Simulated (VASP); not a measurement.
Input of a VASP 6.6.1 run:

INCAR

```
SYSTEM = CoSi
PREC = Accurate
ENCUT = 520
EDIFF = 1E-6
ISMEAR = 0
SIGMA = 0.1
LREAL = .False.
LASPH = .True.
NELM = 80
ALGO = Normal
ISIF = 2
LWAVE = .False.
LCHARG = .False.
GGA = PS
NBANDS = 36
```

File KPOINTS:

```
regular mesh
0
Gamma
  8 8 8
  0 0 0
```

POSCAR

```
CoSi
1.0
    4.3415212242      0.0000000000      0.0000000000
    0.0000000000      4.3415212242      0.0000000000
    0.0000000000      0.0000000000      4.3415212242
Co Si
4 4
Direct
    0.1465607871      0.1465607871      0.1465607871
    0.3534392129      0.8534392129      0.6465607871
    0.6465607871      0.3534392129      0.8534392129
    0.8534392129      0.6465607871      0.3534392129
    0.8436434922      0.8436434922      0.8436434922
    0.6563565078      0.1563565078      0.3436434922
    0.3436434922      0.6563565078      0.1563565078
    0.1563565078      0.3436434922      0.6563565078
```

Potentials or basis: VASP PAW PBE potentials, release 64 (Co, Si).

Launch:

```bash
$ cat potpaw_PBE.64/Co/POTCAR potpaw_PBE.64/Si/POTCAR > POTCAR
$ mpirun -np 1 vasp_std > vasp.out
```

Estimate the band gap on the k mesh.

zero (bands 26 and 27 overlap by 0.24 eV).

Estimate the largest force.

0.005 eV/Å.

Estimate the pressure.

8.1 GPa.

Forces in eV/Å, atoms in the order of the input:
```
Co   0.003  0.003  0.003
Co  -0.003 -0.003  0.003
Co   0.003 -0.003 -0.003
Co  -0.003  0.003 -0.003
Si   0.003  0.003  0.003
Si  -0.003 -0.003  0.003
Si   0.003 -0.003 -0.003
Si  -0.003  0.003 -0.003
```

Caveat: the cell stands under pressure; the PAW data sets were made with another functional, which shifts forces and pressure a little; the run has no spin polarisation, though such a crystal can be magnetic. Spin polarisation is off, so any magnetic state and its effect on volume and gap are missing.
